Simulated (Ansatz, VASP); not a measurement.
# One calculation of Rh, two programs

File INCAR:

```
SYSTEM = Rh
PREC = Accurate
ENCUT = 500
EDIFF = 1E-6
ISMEAR = -1
SIGMA = 0.1
LREAL = .FALSE.
LASPH = .TRUE.
NELM = 200
ALGO = Normal
ISIF = 2
LWAVE = .FALSE.
LCHARG = .FALSE.
ISPIN = 2
MAGMOM = 0.56
LORBIT = 11
LMAXMIX = 4
GGA = PE
NBANDS = 18
GGA_COMPAT = .FALSE.
```

KPOINTS

```
Automatic mesh
0
G
  8 8 8
  0 0 0
```

File POSCAR:

```
Rh
1.0
   -1.5830000000      1.5830000000      1.5830000000
    1.5830000000     -1.5830000000      1.5830000000
    1.5830000000      1.5830000000     -1.5830000000
Rh
1
Direct
    0.0000000000      0.0000000000      0.0000000000
```

Input for Ansatz:

```yaml
crystal:
  lattice:
    - [-1.583, 1.583, 1.583]
    - [1.583, -1.583, 1.583]
    - [1.583, 1.583, -1.583]
  atoms:
    - { symbol: Rh, position: [0, 0, 0] }
kpoints:
  mp_grid: { grid: [8, 8, 8], shift: [0, 0, 0] }
hamiltonian:
  xc: pbe
  pseudopotentials: { kind: paw }
magnetization:
  spin_polarized: true
scf:
  occupations: { method: fermi_dirac }
```

Alike in both runs: task single point; functional PBE; k mesh 8 × 8 × 8; collinear spin.

```csv
,VASP,Ansatz
version,VASP 6.6.1,Ansatz 0.2 development build
potentials or method,"VASP PAW PBE potentials, release 64 (Rh_pv)","PAW hard, scalar-relativistic"
plane-wave cutoff (eV),500,540
occupations,"fermi-dirac, width 0.1 eV",fermi-dirac
```

VASP gave:

* net moment per atom (μB): 0.50
* size of the moment on the site where the two differ most (μB): 0.50

**Question.** Which values does Ansatz return?

**Answer.** net moment per atom (μB): 0.51; size of the moment on the site where the two differ most (μB): 0.50.

Site moments also hang on the region over which each program counts them. Ansatz's warnings: negative dielectric reading.
